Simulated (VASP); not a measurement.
Set up this calculation in VASP 6.6.1, as the native input.

```yaml
Task: single point
Functional: revPBE
Potentials_or_basis: VASP PAW PBE potentials, release 64 (K_sv)
Cutoff: 520 eV
k_mesh: 8 × 8 × 8
Occupations: fermi-dirac, width 0.1 eV
Spin: no spin polarisation
Dipole_correction: no
Further_INCAR_settings: ALGO = Normal; EDIFF = 1e-06; NBANDS = 10
```

The structure of K lies in POSCAR:

```
K
1.0
    4.3487358594      0.0000000000      0.0000000000
    0.0000000000      4.3487358594      0.0000000000
    0.0000000000      0.0000000000      4.3487358594
K
1
Direct
    0.0000000000      0.0000000000      0.0000000000
```

This isn't the form of K at room conditions, which is bcc.

The input as run:

INCAR

```
PREC     = Accurate       # precision mode
ENCUT    = 520            # plane-wave cutoff, eV
EDIFF    = 1E-6           # SCF threshold, eV
ISMEAR   = -1             # smearing method
SIGMA    = 0.1            # smearing width, eV
LREAL    = F              # projectors in reciprocal space
LASPH    = T              # aspherical terms in the spheres
NELM     = 60             # most SCF steps
ALGO     = Normal         # electronic algorithm
ISIF     = 2              # what is computed and relaxed
LWAVE    = F              # write WAVECAR
LCHARG   = T              # write CHGCAR
GGA      = RE             # functional
LELF     = T              # ELF
LVHAR    = T            
NBANDS   = 10             # bands
```

KPOINTS

```
regular mesh
0
Gamma
  8 8 8
```

Potentials or basis: VASP PAW PBE potentials, release 64 (K_sv).

Launch:

```console
$ cat potpaw_PBE.64/K_sv/POTCAR > POTCAR
$ mpirun -np 1 vasp_std > vasp.out
```

Results of the run:

```yaml
Pressure: 0.1 GPa
Band_gap_on_the_k_mesh: zero (an odd number of electrons rules out a gap without spin polarisation)
```

Caveat: the PAW data sets were made with another functional, which shifts forces and pressure a little.

Wall time 20 s on 1 thread of Intel Xeon 8259CL (shared host), peak memory 0.18 GiB.
